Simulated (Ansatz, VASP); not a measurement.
NiO2: VASP beside Ansatz

```xyz
3
Lattice="2.7304 0.0000 0.0000 -1.3652 2.3646 0.0000 0.0000 0.0000 5.1695" Properties=species:S:1:pos:R:3 pbc="T T T"
Ni    0.0000    0.0000    2.5848
O     1.3652    0.7882    3.5549
O     0.0000    1.5764    1.6147
```

Alike in both runs: task single point; functional PBEsol; k mesh 12 × 12 × 6; occupations gaussian, width 0.05 eV; no spin polarisation.

|  | VASP | Ansatz |
| --- | --- | --- |
| version | VASP 6.6.1 | Ansatz 0.2.0 |
| potentials or method | VASP PAW PBE potentials, release 64 (Ni, O), cutoff 520 eV | scalar-relativistic, plane waves, PAW |
| valence electrons in the cell | 22 | 30 |

Ansatz gave:

```
gap on the k mesh at the Fermi level (eV)                     : 1.19
least direct gap on the mesh (eV)                             : 1.37
pressure (GPa)                                                : 3.3
traceless stress, the component that is largest in VASP (GPa) : -5.47
rms of the force components (eV/Å)                            : 0.109
```

Estimate VASP's values.

gap on the k mesh at the Fermi level (eV): 1.16; least direct gap on the mesh (eV): 1.35; pressure (GPa): 4.0; traceless stress, the component that is largest in VASP (GPa): -5.67; rms of the force components (eV/Å): 0.071.

VASP's potentials were made for PBE, not for PBEsol. Atom by atom the forces differ by 0.038 eV/Å (rms over components). With one functional, cell and mesh, what is left measures potentials, basis and numerics. VASP's potentials hold 22 valence electrons a cell and Ansatz's 30, so a difference there can come from the potentials and not from the codes.
